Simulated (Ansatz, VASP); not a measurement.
# One calculation of Ir, two programs

```
Ir
1.0
     0.00000    1.91974    1.91974
     1.91974    0.00000    1.91974
     1.91974    1.91974    0.00000
Ir
1
Direct
  0.00000 0.00000 0.00000
```

Alike in both runs: task relaxation of cell and atoms; functional LDA; k mesh 19 × 19 × 19; occupations fermi-dirac, width 0.08 eV; no spin polarisation.

|  | VASP | Ansatz |
| --- | --- | --- |
| version | VASP 6.6.1 | Ansatz 0.2.0 |
| potentials or method | VASP PAW LDA potentials, release 64 (Ir) | PAW with Ansatz's default frozen-core files, scalar-relativistic |
| plane-wave cutoff (eV) | 600 | 420 |
| valence electrons in the cell | 9 | 17 |

|  | VASP | Ansatz | Ansatz less VASP |
| --- | --- | --- | --- |
| relaxed volume (Å³/atom) | 13.94 | 13.85 | -0.093 |
| relaxed length of the cell vector where the two differ most in proportion (Å) | 2.701 | 2.695 | -0.0060 |

LDA's correlation is that of Perdew and Zunger in VASP and of Perdew and Wang (1992) in Ansatz. VASP's potentials hold 9 valence electrons a cell and Ansatz's 17, so a difference there can come from the potentials and not from the codes.

Spin-orbit coupling is off throughout.
